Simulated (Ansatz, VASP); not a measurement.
# Ta in VASP and in Ansatz

```
Ta
1.0
     2.85847    0.00000    0.00000
    -1.42924    2.47551    0.00000
     0.00000    0.00000    9.86239
Ta
4
Direct
  0.00000 0.00000 0.00000
  0.00000 0.00000 0.50000
  0.33333 0.66667 0.25000
  0.66667 0.33333 0.75000
```

Alike in both runs: task single point; functional PBEsol; k mesh 14 × 14 × 4; occupations fermi-dirac, width 0.1 eV; no spin polarisation.

|  | VASP | Ansatz |
| --- | --- | --- |
| version | VASP 6.6.1 | Ansatz 0.2.0 |
| potentials or method | VASP PAW PBE potentials, release 64 (Ta_pv), cutoff 520 eV | plane waves (420 eV) with PAW, scalar-relativistic |
| valence electrons in the cell | 44 | 52 |

|  | VASP | Ansatz | Ansatz less VASP |
| --- | --- | --- | --- |
| pressure (GPa) | 9.1 | 8.9 | -0.20 |
| traceless stress, the component that is largest in VASP (GPa) | 0.08 | 0.10 | +0.022 |

VASP's potentials were made for PBE, not for PBEsol, and Ansatz warns of the same on its side. The functional is the same, so the differences come from potentials, cutoffs and numerics. VASP's potentials hold 44 valence electrons a cell and Ansatz's 52, so a difference there can come from the potentials and not from the codes.

Neither program's run includes spin-orbit coupling.
